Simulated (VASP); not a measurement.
# CsI (P4/mmm) in VASP: notebook

CsI is run at these levels: LDA; tasks: electric field gradients.

Program: VASP 6.6.1. These are calculated values, not measurements. Logs are shortened: lines on timing, memory, paths and dates and some standing lists are left out, and cuts for length are marked.

## Step 1: The cell of the first run

The structure is tetragonal, space group P4/mmm (No. 123). The conventional cell has a = 4.521 Å, b = 4.521 Å, c = 4.567 Å, α = 90.00°, β = 90.00°, γ = 90.00°. Cs (site symmetry 4/mmm) has 8 I at 3.93 Å and 6 Cs at 4.52 to 4.57 Å within 5.2 Å. Within 5.2 Å of I (site symmetry 4/mmm) lie 8 Cs at 3.93 Å and 6 I at 4.52 to 4.57 Å.

## Step 2: Electric field gradients, LDA (equal xx and yy strain of -1 %)

INCAR

```
SYSTEM = CsI
  PREC = Accurate
  ENCUT = 400
  EDIFF = 1E-8
  ISMEAR = -1
  SIGMA = 0.01
  LREAL = .False.
  LASPH = .True.
  NELM = 120
  ALGO = Normal
  ISIF = 2
  LWAVE = .False.
  LCHARG = .False.
  LEFG = .True.
  NBANDS = 15
  GGA_COMPAT = .False.
```

KPOINTS

```
Automatic mesh
0
Gamma
  7 7 7
  0 0 0
```

POSCAR

```
CsI
1.0
    4.5210330000      0.0000000000      0.0000000000
    0.0000000000      4.5210330000      0.0000000000
    0.0000000000      0.0000000000      4.5667000000
Cs I
1 1
Direct
    0.0000000000      0.0000000000      0.0000000000
    0.5000000000      0.5000000000      0.5000000000
```

Potentials or basis: VASP PAW LDA potentials, release 64 (Cs_sv, I).

The run is started by

```bash
> cat potpaw_LDA.64/Cs_sv/POTCAR potpaw_LDA.64/I/POTCAR > POTCAR
> mpirun -np 1 vasp_std > vasp.out
```

OUTCAR:

```text
SYSTEM = CsI
   PREC = Accurate
   ENCUT = 400
   EDIFF = 1E-8
   ISMEAR = -1
   LREAL = .False.
   LASPH = .True.
   NELM = 120
   ISIF = 2

 ion  position               nearest neighbor table
   1  0.000  0.000  0.000-
   2  0.500  0.500  0.500-

  LATTYP: Found a simple tetragonal cell.
 ALAT       =     4.5210330000
 C/A-ratio  =     1.0101010101

  Lattice vectors:

 A1 = (   4.5210330000,   0.0000000000,   0.0000000000)
 A2 = (   0.0000000000,   4.5210330000,   0.0000000000)
 A3 = (   0.0000000000,   0.0000000000,   4.5667000000)

Analysis of symmetry for initial positions (statically):
=====================================================================
 Subroutine PRICEL returns:
 Original cell was already a primitive cell.

 Routine SETGRP: Setting up the symmetry group for a
 simple tetragonal supercell.

 Subroutine GETGRP returns: Found 16 space group operations
 (whereof 16 operations were pure point group operations)
 out of a pool of 16 trial point group operations.

The static configuration has the point symmetry D_4h.

Analysis of symmetry for dynamics (positions and initial velocities):
=====================================================================
 Subroutine PRICEL returns:
 Original cell was already a primitive cell.

 Routine SETGRP: Setting up the symmetry group for a
 simple tetragonal supercell.

 Subroutine GETGRP returns: Found 16 space group operations
 (whereof 16 operations were pure point group operations)
 out of a pool of 16 trial point group operations.

The dynamic configuration has the point symmetry D_4h.

 Subroutine INISYM returns: Found 16 space group operations
 (whereof 16 operations are pure point group operations),
 and found     1 'primitive' translations

----------------------------------------------------------------------------------------

                                     Primitive cell

  volume of cell :      93.3422

  direct lattice vectors                    reciprocal lattice vectors
     4.521033000  0.000000000  0.000000000     0.221188388  0.000000000  0.000000000
     0.000000000  4.521033000  0.000000000     0.000000000  0.221188388  0.000000000
[... 136 lines left out ...]
 cond. band min:       4.3813266245   @ k =   0.0000   0.0000   0.0000
 fundamental gap:      3.6144108657
 Fermi energy:         1.0470871784

 k-point     1 :       0.0000    0.0000    0.0000
  band No.  band energies     occupation
      1     -19.5330      2.00000
      2      -9.9724      2.00000
      3      -6.2369      2.00000
      4      -6.2229      2.00000
      5      -6.2229      2.00000
      6       0.6623      2.00000
      7       0.7080      2.00000
      8       0.7080      2.00000
      9       4.3813      0.00000
     10       4.7012      0.00000
     11       4.7243      0.00000
     12       8.4722      0.00000
     13       8.4722      0.00000
     14       8.5511      0.00000
[... 401 lines left out ...]
      2      -9.8798      2.00000
      3      -6.5422      2.00000
      4      -6.4355      2.00000
      5      -6.1264      2.00000
      6      -0.4091      2.00000
      7       0.0876      2.00000
      8       0.6839      2.00000
      9       5.3510      0.00000
     10       5.9986      0.00000
     11       7.1800      0.00000
     12       7.5448      0.00000
     13       7.8006      0.00000
     14       8.9788      0.00000
     15       9.5332      0.00000

 [... further k-points ...]

------------------------ aborting loop because EDIFF is reached ----------------------------------------

  FORCE on cell =-STRESS in cart. coord.  units (eV):
  Direction    XX          YY          ZZ          XY          YZ          ZX
  --------------------------------------------------------------------------------------
  -------------------------------------------------------------------------------------
  Total       -0.6442264     -0.6442264     -0.7483626      0.0000000      0.0000000      0.0000000
  in kB      -11.0578648    -11.0578648    -12.8453165      0.0000000      0.0000000      0.0000000
  external PRESSURE =     -11.6536820 kB  Pullay stress =       0.0000000 kB

 VOLUME and BASIS-vectors are now :
 -----------------------------------------------------------------------------
  energy-cutoff  :      400.00
  volume of cell :       93.34
      direct lattice vectors                 reciprocal lattice vectors
     4.521033000  0.000000000  0.000000000     0.221188388  0.000000000  0.000000000
     0.000000000  4.521033000  0.000000000     0.000000000  0.221188388  0.000000000
     0.000000000  0.000000000  4.566700000     0.000000000  0.000000000  0.218976504

 POSITION                                       TOTAL-FORCE (eV/Angst)
 -----------------------------------------------------------------------------------
      0.00000      0.00000      0.00000         0.000000      0.000000      0.000000
      2.26052      2.26052      2.28335         0.000000      0.000000      0.000000
 -----------------------------------------------------------------------------------
    total drift:                                0.000000     -0.000000     -0.000000

  FREE ENERGIE OF THE ION-ELECTRON SYSTEM (eV)
  ---------------------------------------------------
  free  energy   TOTEN  =        -6.1569316680 eV

  energy  without entropy=       -6.1569316680  energy(sigma->0) =       -6.15693167

 Electric field gradients (V/A^2)
---------------------------------------------------------------------
 ion       V_xx      V_yy      V_zz      V_xy      V_xz      V_yz
---------------------------------------------------------------------
   1       1.913     1.913    -3.825     0.000    -0.000     0.000
   2      -3.276    -3.276     6.551    -0.000     0.000     0.000
---------------------------------------------------------------------

 Electric field gradients after diagonalization (V/A^2)
 (convention: |V_zz| > |V_xx| > |V_yy|)
----------------------------------------------------------------------
 ion       V_xx      V_yy      V_zz     asymmetry (V_yy - V_xx)/ V_zz
----------------------------------------------------------------------
   1       1.913     1.913    -3.825       0.000
   2      -3.276    -3.276     6.551       0.000
----------------------------------------------------------------------

           NMR quadrupolar parameters

 Cq : quadrupolar parameter    Cq=e*Q*V_zz/h
 eta: asymmetry parameters     (V_yy - V_xx)/ V_zz
 Q  : nuclear electric quadrupole moment in mb (millibarn)
----------------------------------------------------------------------
 ion       Cq(MHz)       eta       Q (mb)
----------------------------------------------------------------------
   1      -0.009       0.000       1.000
   2       0.016       0.000       1.000
----------------------------------------------------------------------
```

stdout:

```text
POSCAR found type information on POSCAR CsI
 POSCAR found :  2 types and       2 ions
 scaLAPACK will be used
 LDA part: xc-table for (Slater(with rela. corr.)+CA(PZ))
 , standard interpolation
 POSCAR, INCAR and KPOINTS ok, starting setup
 FFT: planning ... GRIDC
 FFT: planning ... GRID_SOFT
 FFT: planning ... GRID
 WAVECAR not read
 entering main loop
ion   1

ion   2
```

Wall time 26 s (1 thread of Intel Xeon Platinum 8259CL at 2.50GHz (Skylake/Cascade Lake), shared host); peak memory 0.17 GiB.

What came out:

```
Free energy            : -6.1569 eV
Pressure               : -1.2 GPa
Band gap on the k mesh : 3.61 eV, indirect (least direct gap 3.67 eV)
```

Stress tensor (GPa, compression positive):
```
-1.11  0.00  0.00
 0.00 -1.11  0.00
 0.00  0.00 -1.28
```

Electric field gradients, principal values (V/Å²):
| atom | least | middle | greatest (by size) |
| --- | --- | --- | --- |
| 1 Cs | 1.913 | 1.913 | -3.825 |
| 2 I | -3.276 | -3.276 | 6.551 |

Caveat: the cell differs from its parent crystal (equal xx and yy strain of -1 %); without QUAD_EFG the Cq values of the log hold for a quadrupole moment of 1 mb, not for the nuclei; spin-orbit coupling is left out, which moves the levels of the heavy elements.

## Step 3: Electric field gradients, LDA (zz strain of -2 %)

INCAR

```
  PREC = Accurate
  ENCUT = 400
  EDIFF = 1E-8
  ISMEAR = -1
  SIGMA = 0.01
  LREAL = False
  LASPH = True
  NELM = 120
  ALGO = Normal
  ISIF = 2
  LWAVE = False
  LCHARG = False
  GGA = CA
  LEFG = True
  NBANDS = 15
  GGA_COMPAT = False
```

KPOINTS

```
regular mesh
0
Gamma
  7 7 7
```

POSCAR

```
CsI
1.0
    4.5667000000      0.0000000000      0.0000000000
    0.0000000000      4.5667000000      0.0000000000
    0.0000000000      0.0000000000      4.4753660000
Cs I
1 1
Direct
    0.0000000000      0.0000000000      0.0000000000
    0.5000000000      0.5000000000      0.5000000000
```

Potentials or basis: VASP PAW LDA potentials, release 64 (Cs_sv, I).

The run is started by

```bash
> cat potpaw_LDA.64/Cs_sv/POTCAR potpaw_LDA.64/I/POTCAR > POTCAR
> mpirun -np 1 vasp_std > vasp.out
```

OUTCAR:

```text
PREC = Accurate
   ENCUT = 400
   EDIFF = 1E-8
   ISMEAR = -1
   LREAL = False
   LASPH = True
   NELM = 120
   ISIF = 2
   GGA = CA

 ion  position               nearest neighbor table
   1  0.000  0.000  0.000-
   2  0.500  0.500  0.500-

  LATTYP: Found a simple tetragonal cell.
 ALAT       =     4.5667000000
 C/A-ratio  =     0.9800000000

  Lattice vectors:

 A1 = (   4.5667000000,   0.0000000000,   0.0000000000)
 A2 = (   0.0000000000,   4.5667000000,   0.0000000000)
 A3 = (   0.0000000000,   0.0000000000,   4.4753660000)

Analysis of symmetry for initial positions (statically):
=====================================================================
 Subroutine PRICEL returns:
 Original cell was already a primitive cell.

 Routine SETGRP: Setting up the symmetry group for a
 simple tetragonal supercell.

 Subroutine GETGRP returns: Found 16 space group operations
 (whereof 16 operations were pure point group operations)
 out of a pool of 16 trial point group operations.

The static configuration has the point symmetry D_4h.

Analysis of symmetry for dynamics (positions and initial velocities):
=====================================================================
 Subroutine PRICEL returns:
 Original cell was already a primitive cell.

 Routine SETGRP: Setting up the symmetry group for a
 simple tetragonal supercell.

 Subroutine GETGRP returns: Found 16 space group operations
 (whereof 16 operations were pure point group operations)
 out of a pool of 16 trial point group operations.

[... 164 lines left out ...]
      8       0.7575      2.00000
      9       4.3760      0.00000
     10       4.6854      0.00000
     11       4.7476      0.00000
     12       8.3920      0.00000
     13       8.5548      0.00000
     14       8.5548      0.00000
[... 401 lines left out ...]
      2      -9.8766      2.00000
      3      -6.5231      2.00000
      4      -6.4485      2.00000
      5      -6.1366      2.00000
      6      -0.3879      2.00000
      7       0.0926      2.00000
      8       0.6302      2.00000
      9       5.3964      0.00000
     10       5.9448      0.00000
     11       7.1125      0.00000
     12       7.5003      0.00000
     13       7.8077      0.00000
     14       9.0062      0.00000
     15       9.6459      0.00000

 [... further k-points ...]
[... 5 lines left out ...]
  --------------------------------------------------------------------------------------
  -------------------------------------------------------------------------------------
  Total       -0.7486472     -0.7486472     -0.5383633      0.0000000      0.0000000      0.0000000
  in kB      -12.8515129    -12.8515129     -9.2417129      0.0000000      0.0000000      0.0000000
  external PRESSURE =     -11.6482462 kB  Pullay stress =       0.0000000 kB

 VOLUME and BASIS-vectors are now :
 -----------------------------------------------------------------------------
  energy-cutoff  :      400.00
  volume of cell :       93.33
      direct lattice vectors                 reciprocal lattice vectors
     4.566700000  0.000000000  0.000000000     0.218976504  0.000000000  0.000000000
     0.000000000  4.566700000  0.000000000     0.000000000  0.218976504  0.000000000
     0.000000000  0.000000000  4.475366000     0.000000000  0.000000000  0.223445412

 POSITION                                       TOTAL-FORCE (eV/Angst)
 -----------------------------------------------------------------------------------
      0.00000      0.00000      0.00000         0.000000      0.000000      0.000000
      2.28335      2.28335      2.23768         0.000000      0.000000      0.000000
 -----------------------------------------------------------------------------------
    total drift:                                0.000000     -0.000000     -0.000000

  FREE ENERGIE OF THE ION-ELECTRON SYSTEM (eV)
  ---------------------------------------------------
  free  energy   TOTEN  =        -6.1559312632 eV

  energy  without entropy=       -6.1559312631  energy(sigma->0) =       -6.15593126

 Electric field gradients (V/A^2)
---------------------------------------------------------------------
 ion       V_xx      V_yy      V_zz      V_xy      V_xz      V_yz
---------------------------------------------------------------------
   1      -3.865    -3.865     7.730    -0.000    -0.000     0.000
   2       6.652     6.652   -13.304     0.000    -0.000    -0.000
---------------------------------------------------------------------

 Electric field gradients after diagonalization (V/A^2)
 (convention: |V_zz| > |V_xx| > |V_yy|)
----------------------------------------------------------------------
 ion       V_xx      V_yy      V_zz     asymmetry (V_yy - V_xx)/ V_zz
----------------------------------------------------------------------
   1      -3.865    -3.865     7.730       0.000
   2       6.652     6.652   -13.304       0.000
----------------------------------------------------------------------

           NMR quadrupolar parameters

 Cq : quadrupolar parameter    Cq=e*Q*V_zz/h
 eta: asymmetry parameters     (V_yy - V_xx)/ V_zz
 Q  : nuclear electric quadrupole moment in mb (millibarn)
----------------------------------------------------------------------
 ion       Cq(MHz)       eta       Q (mb)
----------------------------------------------------------------------
   1       0.019       0.000       1.000
   2      -0.032       0.000       1.000
----------------------------------------------------------------------
```

stdout:

```text
POSCAR found type information on POSCAR CsI
 POSCAR found :  2 types and       2 ions
 scaLAPACK will be used
 LDA part: xc-table for (Slater(with rela. corr.)+CA(PZ))
 , standard interpolation
 POSCAR, INCAR and KPOINTS ok, starting setup
 FFT: planning ... GRIDC
 FFT: planning ... GRID_SOFT
 FFT: planning ... GRID
 WAVECAR not read
 entering main loop
ion   1

ion   2
```

Wall time 27 s (1 thread of Intel Xeon Platinum 8259CL at 2.50GHz (Skylake/Cascade Lake), shared host); peak memory 0.17 GiB.

What came out:

* Free energy: -6.1559 eV
* Pressure: -1.2 GPa
* Band gap on the k mesh: 3.56 eV, indirect (least direct gap 3.62 eV)

Electric field gradients, principal values (V/Å²):
```csv
atom,least,middle,greatest (by size)
1 Cs,-3.865,-3.865,7.730
2 I,6.652,6.652,-13.304
```

Caveat: the cell differs from its parent crystal (zz strain of -2 %); without QUAD_EFG the Cq values of the log hold for a quadrupole moment of 1 mb, not for the nuclei; spin-orbit coupling is left out, which moves the levels of the heavy elements.
